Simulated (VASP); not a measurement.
Write the native input for VASP 6.6.1 that does the following.

* Task: relaxation of cell and atoms
* Functional: PBE
* Potentials or basis: VASP PAW PBE potentials, release 64 (Sb)
* Cutoff: 600 eV
* k mesh: 8 × 8 × 8
* Occupations: fermi-dirac, width 0.05 eV
* Spin: no spin polarisation
* Dipole correction: no
* Further INCAR settings: ALGO = Normal; EDIFF = 1e-06; IBRION = 2; EDIFFG = -0.01; NSW = 60; ISIF = 3

The structure of Sb lies in POSCAR:

```
Sb
1.0
    3.1600000000      0.0000000000      0.0000000000
    0.0000000000      3.1600000000      0.0000000000
    0.0000000000      0.0000000000      3.1600000000
Sb
1
Direct
    0.0000000000      0.0000000000      0.0000000000
```

One way to write it, as run:

INCAR

```
ALGO = Normal
EDIFF = 1E-6
EDIFFG = -0.01
ENCUT = 600
GGA = PE
IBRION = 2
ISIF = 3
ISMEAR = -1
LASPH = True
LCHARG = False
LREAL = False
LWAVE = False
NELM = 100
NSW = 60
PREC = Accurate
SIGMA = 0.05
```

KPOINTS

```
k-points
0
Gamma
  8 8 8
```

Potentials or basis: VASP PAW PBE potentials, release 64 (Sb).

The run is started by

```bash
$ cat potpaw_PBE.64/Sb/POTCAR > POTCAR
$ mpirun -np 1 vasp_std > vasp.out
```

Results of the run:

| Property | Result |
| --- | --- |
| Relaxed volume | 30.19 Å³/atom |
| Relaxed cell | a = 3.114 Å, b = 3.114 Å, c = 3.114 Å, α = 90.00°, β = 90.00°, γ = 90.00° |
| Space group after relaxing (to 0.05 Å) | Pm-3m (No. 221) |
| Energy gained by relaxing | 10.2 meV/atom |
| Ionic steps | 3 |
| Pressure after relaxing | 0.0 GPa |

Wall time 15 s on 1 thread of Intel(R) Xeon(R) Platinum 8259CL CPU @ 2.50GHz (Skylake/Cascade Lake) (shared host), peak memory 0.16 GiB.
